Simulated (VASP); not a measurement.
# Br (Fd-3m) in VASP: single point with PBE

Aim: the single point of Br with PBE.

All numbers are computed with VASP 6.6.1; they aren't measurements. Logs are shortened: lines on timing, memory, paths and dates and some standing lists are left out, and cuts for length are marked.

**1. The cell of the first run**

Symmetry: Fd-3m, No. 227, cubic system. The conventional cell has a = 7.057 Å, b = 7.057 Å, c = 7.057 Å, α = 90.00°, β = 90.00°, γ = 90.00°. Within 4.0 Å of Br (site symmetry -43m) lie 4 Br at 3.06 Å.

**2. Single point, PBE**

File INCAR:

```
PREC = Accurate ; ENCUT = 520
EDIFF = 1E-7 ; ISMEAR = -1
SIGMA = 0.13605693000000002 ; LREAL = F
LASPH = T ; NELM = 80
ALGO = Normal ; ISIF = 2
LWAVE = F ; LCHARG = F
GGA = PE ; NBANDS = 14
```

File KPOINTS:

```
Automatic mesh
0
Gamma
  8 8 8
```

File POSCAR:

```
Br
1.0
    0.0000000000      3.5286090495      3.5286090495
    3.5286090495      0.0000000000      3.5286090495
    3.5286090495      3.5286090495      0.0000000000
Br
2
Direct
    0.0000000000      0.0000000000      0.0000000000
    0.2500000000      0.2500000000      0.2500000000
```

Potentials or basis: VASP PAW PBE potentials, release 64 (Br).

Command:

```sh
$ cat potpaw_PBE.64/Br/POTCAR > POTCAR
$ mpirun -np 1 vasp_std > vasp.out
```

OUTCAR:

```text
PREC = Accurate
   ENCUT = 520
   EDIFF = 1E-7
   ISMEAR = -1
   LREAL = F
   LASPH = T
   NELM = 80
   ISIF = 2
   GGA = PE

 ion  position               nearest neighbor table
   1  0.000  0.000  0.000-
   2  0.250  0.250  0.250-

  LATTYP: Found a face centered cubic cell.
 ALAT       =     7.0572180990

  Lattice vectors:

 A1 = (   0.0000000000,   3.5286090495,   3.5286090495)
 A2 = (   3.5286090495,   0.0000000000,   3.5286090495)
 A3 = (   3.5286090495,   3.5286090495,   0.0000000000)

Analysis of symmetry for initial positions (statically):
=====================================================================
 Subroutine PRICEL returns:
 Original cell was already a primitive cell.

 Routine SETGRP: Setting up the symmetry group for a
 face centered cubic supercell.

 Subroutine GETGRP returns: Found 48 space group operations
 (whereof 24 operations were pure point group operations)
 out of a pool of 48 trial point group operations.

The static configuration has the point symmetry T_d .
 The point group associated with its full space group is O_h .

Analysis of symmetry for dynamics (positions and initial velocities):
=====================================================================
 Subroutine PRICEL returns:
 Original cell was already a primitive cell.

 Routine SETGRP: Setting up the symmetry group for a
 face centered cubic supercell.

 Subroutine GETGRP returns: Found 48 space group operations
 (whereof 24 operations were pure point group operations)
 out of a pool of 48 trial point group operations.

The dynamic configuration has the point symmetry T_d .
 The point group associated with its full space group is O_h .

 Subroutine INISYM returns: Found 48 space group operations
 (whereof 24 operations are pure point group operations),
 and found     1 'primitive' translations

----------------------------------------------------------------------------------------

                                     Primitive cell

  volume of cell :      87.8700

  direct lattice vectors                    reciprocal lattice vectors
     0.000000000  3.528609049  3.528609049    -0.141698894  0.141698894  0.141698894
     3.528609049  0.000000000  3.528609049     0.141698894 -0.141698894  0.141698894
     3.528609049  3.528609049  0.000000000     0.141698894  0.141698894 -0.141698894

  length of vectors
     4.990206774  4.990206774  4.990206774     0.245429684  0.245429684  0.245429684

  position of ions in fractional coordinates (direct lattice)
     0.000000000  0.000000000  0.000000000
     0.250000000  0.250000000  0.250000000

  ion indices of the primitive-cell ions
   primitive index   ion index
                 1           1
                 2           2

----------------------------------------------------------------------------------------

 KPOINTS: Automatic mesh

Automatic generation of k-mesh.
 Grid dimensions read from file:
 generate k-points for:    8    8    8

 Generating k-lattice:

  Cartesian coordinates                     Fractional coordinates (reciprocal lattice)
    -0.017712362  0.017712362  0.017712362     0.125000000  0.000000000  0.000000000
     0.017712362 -0.017712362  0.017712362     0.000000000  0.125000000  0.000000000
     0.017712362  0.017712362 -0.017712362     0.000000000  0.000000000  0.125000000

  Length of vectors
     0.030678710  0.030678710  0.030678710

  Shift w.r.t. Gamma in fractional coordinates (k-lattice)
     0.000000000  0.000000000  0.000000000

 Subroutine IBZKPT returns following result:
 ===========================================

 Found     29 irreducible k-points:

 Following reciprocal coordinates:
            Coordinates               Weight
  0.000000  0.000000  0.000000      1.000000
  0.125000  0.000000  0.000000      8.000000
  0.250000  0.000000  0.000000      8.000000
  0.375000  0.000000  0.000000      8.000000
  0.500000  0.000000  0.000000      4.000000
  0.125000  0.125000  0.000000      6.000000
[... 16 lines left out ...]
  0.500000  0.250000  0.125000     48.000000
 -0.375000  0.250000  0.125000     24.000000
 [... further k-points ...]
   k-points           NKPTS =     29   k-points in BZ     NKDIM =     29   number of bands    NBANDS=     14
   number of dos      NEDOS =    301   number of ions     NIONS =      2
   total plane-waves  NPLWV =  64000
   dimension x,y,z NGX =    40 NGY =   40 NGZ =   40
   dimension x,y,z NGXF=    80 NGYF=   80 NGZF=   80
   ions per type =               2
   NGX,Y,Z   is equivalent  to a cutoff of  13.33, 13.33, 13.33 a.u.
   NGXF,Y,Z  is equivalent  to a cutoff of  26.65, 26.65, 26.65 a.u.
 SYSTEM =  unknown system
   PREC   = accura    normal or accurate (medium, high low for compatibility)
   ISTART =      0    job   : 0-new  1-cont  2-samecut
   ICHARG =      2    charge: 1-file 2-atom 10-const
   ISPIN  =      1    spin polarized calculation?
   LNONCOLLINEAR =      F non collinear calculations
   LSORBIT =      F    spin-orbit coupling
   LASPH  =      T    aspherical Exc in radial PAW
   ENCUT  =  520.0 eV  38.22 Ry    6.18 a.u.   9.28  9.28  9.28*2*pi/ulx,y,z
   NELM   =     80;   NELMIN=  2; NELMDL= -5     # of ELM steps
   EDIFF  = 0.1E-06   stopping-criterion for ELM
   LREAL  =      F    real-space projection
   EDIFFG = 0.1E-05   stopping-criterion for IOM
   NSW    =      0    number of steps for IOM
   IBRION =     -1    ionic relax: 0-MD 1-quasi-New 2-CG
   NFREE  =      0    steps in history (QN), initial steepest desc. (CG)
   ISIF   =      2    stress and relaxation
   ISYM   =      2    0-nonsym 1-usesym 2-fastsym
   POTIM  = 0.5000    time-step for ionic-motion
   TEBEG  =    0.0;   TEEND  =   0.0 temperature during run
   PSTRESS=    0.0 pullay stress
   NELECT =      14.0000    total number of electrons
   NUPDOWN=      -1.0000    fix difference up-down
   EMIN   =  10.00;   EMAX   =-10.00  energy-range for DOS
   EFERMI =   0.00;   METHOD = LEGACY
   ISMEAR =    -1;   SIGMA  =   0.14  broadening in eV -4-tet -1-fermi 0-gaus
   EFERMI_NEDOS =   21; number of points for ismear=-14 and -15
   IALGO  =     38    algorithm
   IMIX   =      4    mixing-type and parameters
     AMIX     =   0.40;   BMIX     =  1.00
     AMIX_MAG =   1.60;   BMIX_MAG =  1.00
  volume/ion in A,a.u.               =      43.94       296.49
  Fermi-wavevector in a.u.,A,eV,Ry     =   0.887505  1.677141 10.716826  0.787664
  Thomas-Fermi vector in A             =   2.008812
   LORBIT       =      0    0 simple, 1 ext, 2 COOP (PROOUT), +10 PAW based schemes
   GGA     = PE    functional components
   LHFCALC =     F    Hartree Fock is set to
   AEXX    =    0.0000 exact exchange contribution
   IVDW    =     0    specifies the selected vdW correction
   LEPSILON=     F    determine dielectric tensor
   LRPA    =     F    only Hartree local field effects (RPA)
 non-spin polarized calculation
  energy-cutoff  :      520.00
  volume of cell :       87.87
 maximum number of plane-waves:      2421
 NGX is ok and might be reduce to    40
   NGX = 19   NGY = 19   NGZ = 19

 number of electron      14.0000000 magnetization

 Free energy of the ion-electron system (eV)
  ---------------------------------------------------
  ext. energy  EPLUGINS =         0.00000000
  ---------------------------------------------------
  free energy    TOTEN  =        -2.15045997 eV

  energy without entropy =       -1.88712275  energy(sigma->0) =       -2.01879136

 E-fermi :  -1.4991     XC(G=0):  -6.6952

 val. band max:       -1.5504166016   @ k =  -0.3750   0.2500   0.1250
 cond. band min:      -1.4948976125   @ k =   0.3750   0.2500   0.0000
 fundamental gap:      0.0555189890
 Fermi energy:        -1.4991295017

 k-point     1 :       0.0000    0.0000    0.0000
  band No.  band energies     occupation
      1     -16.3857      2.00000
      2     -14.5242      2.00000
      3      -4.0620      2.00000
      4      -4.0620      2.00000
      5      -4.0620      2.00000
      6      -2.2982      1.99439
      7      -2.2982      1.99439
      8      -2.2982      1.99439
      9       3.7707      0.00000
     10       7.6813      0.00000
     11       7.6813      0.00000
     12       9.0289      0.00000
     13       9.0289      0.00000
     14       9.0289      0.00000

 k-point     2 :       0.1250    0.0000    0.0000
  band No.  band energies     occupation
      1     -16.3401      2.00000
      2     -14.5872      2.00000
      3      -4.1283      2.00000
      4      -4.1283      2.00000
      5      -4.1212      2.00000
      6      -2.2387      1.99132
      7      -2.2086      1.98918
      8      -2.2086      1.98918
      9       4.0694      0.00000
     10       7.4222      0.00000
     11       7.4222      0.00000
     12       8.7657      0.00000
     13       9.6175      0.00000
     14       9.6175      0.00000

 k-point     3 :       0.2500    0.0000    0.0000
  band No.  band energies     occupation
      1     -16.2149      2.00000
      2     -14.7539      2.00000
      3      -4.2775      2.00000
      4      -4.2669      2.00000
      5      -4.2669      2.00000
      6      -2.0430      1.96395
      7      -2.0154      1.95601
      8      -2.0154      1.95601
      9       4.7835      0.00000
     10       7.2112      0.00000
     11       7.2112      0.00000
     12       8.2261      0.00000
     13       9.4701      0.00000
     14      10.3028      0.00000

 k-point     4 :       0.3750    0.0000    0.0000
  band No.  band energies     occupation
      1     -16.0547      2.00000
      2     -14.9548      2.00000
      3      -4.4400      2.00000
      4      -4.3844      2.00000
      5      -4.3844      2.00000
      6      -1.8458      1.85487
      7      -1.8458      1.85487
      8      -1.7886      1.78717
      9       5.5342      0.00000
     10       7.1865      0.00000
     11       7.2970      0.00000
     12       7.2970      0.00000
     13       9.6298      0.00000
     14       9.6298      0.00000

 k-point     5 :       0.5000    0.0000    0.0000
  band No.  band energies     occupation
      1     -15.9688      2.00000
      2     -15.0574      2.00000
      3      -4.5070      2.00000
      4      -4.4286      2.00000
      5      -4.4286      2.00000
      6      -1.7808      1.77602
      7      -1.7808      1.77602
      8      -1.6678      1.55090
      9       6.1622      0.00000
     10       6.3412      0.00000
     11       7.4445      0.00000
[... 276 lines left out ...]
 k-point    22 :       0.3750    0.2500    0.1250
  band No.  band energies     occupation
      1     -16.1011      2.00000
      2     -14.8978      2.00000
      3      -4.6466      2.00000
      4      -4.4455      2.00000
      5      -3.8471      2.00000
      6      -2.4899      1.99863
      7      -1.7455      1.71884
      8      -1.5822      1.29604
      9       5.3177      0.00000
     10       6.2121      0.00000
     11       7.8051      0.00000
     12       8.5932      0.00000
     13       9.6940      0.00000
     14      10.2757      0.00000

 k-point    23 :       0.5000    0.2500    0.1250
  band No.  band energies     occupation
      1     -15.9383      2.00000
      2     -15.0924      2.00000
      3      -4.8416      2.00000
      4      -4.5475      2.00000
      5      -3.7831      2.00000
      6      -2.4254      1.99779
      7      -1.6045      1.36889
      8      -1.3865      0.60809
      9       5.6978      0.00000
     10       6.1739      0.00000
     11       7.6873      0.00000
     12       8.0948      0.00000
     13       9.7899      0.00000
     14      10.1605      0.00000

 k-point    24 :      -0.3750    0.2500    0.1250
  band No.  band energies     occupation
      1     -15.8439      2.00000
      2     -15.1998      2.00000
      3      -4.9139      2.00000
      4      -4.5925      2.00000
      5      -3.7653      2.00000
      6      -2.3729      1.99676
      7      -1.5504      1.18628
      8      -1.3155      0.41175
      9       5.7488      0.00000
     10       6.1873      0.00000
     11       7.6682      0.00000
     12       7.9814      0.00000
     13       9.6221      0.00000
     14      10.5964      0.00000

 [... further k-points ...]

------------------------ aborting loop because EDIFF is reached ----------------------------------------

  FORCE on cell =-STRESS in cart. coord.  units (eV):
  Direction    XX          YY          ZZ          XY          YZ          ZX
  --------------------------------------------------------------------------------------
  -------------------------------------------------------------------------------------
  Total       -0.0002306     -0.0002306     -0.0002306     -0.0000000      0.0000000     -0.0000000
  in kB       -0.0042043     -0.0042043     -0.0042043     -0.0000000      0.0000000     -0.0000000
  external PRESSURE =      -0.0042043 kB  Pullay stress =       0.0000000 kB

 VOLUME and BASIS-vectors are now :
 -----------------------------------------------------------------------------
  energy-cutoff  :      520.00
  volume of cell :       87.87
      direct lattice vectors                 reciprocal lattice vectors
     0.000000000  3.528609049  3.528609049    -0.141698894  0.141698894  0.141698894
     3.528609049  0.000000000  3.528609049     0.141698894 -0.141698894  0.141698894
     3.528609049  3.528609049  0.000000000     0.141698894  0.141698894 -0.141698894

 POSITION                                       TOTAL-FORCE (eV/Angst)
 -----------------------------------------------------------------------------------
      0.00000      0.00000      0.00000        -0.000000      0.000000     -0.000000
      1.76430      1.76430      1.76430         0.000000     -0.000000      0.000000
 -----------------------------------------------------------------------------------
    total drift:                               -0.000000      0.000000      0.000000

  FREE ENERGIE OF THE ION-ELECTRON SYSTEM (eV)
  ---------------------------------------------------
  free  energy   TOTEN  =        -2.1504599673 eV

  energy  without entropy=       -1.8871227501  energy(sigma->0) =       -2.01879136
```

Run time: 26 s. Hardware: 1 thread of Intel Xeon Platinum 8375C at 2.90GHz (Ice Lake), shared host; peak memory 0.23 GiB.

Results:

- Free energy: -2.1505 eV
- Pressure: 0.0 GPa
- Band gap on the k mesh: zero (bands 7 and 8 overlap by 1.14 eV)

The gap in the log of VASP goes by the Fermi energy; the results here count the filled bands.